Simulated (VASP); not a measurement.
Here is a VASP 6.6.1 calculation.

Contents of INCAR:

```
PREC = Accurate
ENCUT = 520
EDIFF = 1E-6
ISMEAR = -1
SIGMA = 0.1
LREAL = F
LASPH = T
NELM = 60
ALGO = Normal
ISIF = 2
LWAVE = F
LCHARG = T
GGA = PE
LELF = T
LVHAR = T
NBANDS = 12
```

KPOINTS

```
regular mesh
0
Gamma
  15 15 15
```

POSCAR

```
Cu
1.0
    0.0000000000      1.8075000000      1.8075000000
    1.8075000000      0.0000000000      1.8075000000
    1.8075000000      1.8075000000      0.0000000000
Cu
1
Direct
    0.0000000000      0.0000000000      0.0000000000
```

Potentials or basis: VASP PAW PBE potentials, release 64 (Cu).

Command:

```sh
$ cat potpaw_PBE.64/Cu/POTCAR > POTCAR
$ mpirun -np 1 vasp_std > vasp.out
```

Q: What does it give for the pressure?

A: 2.2 GPa.
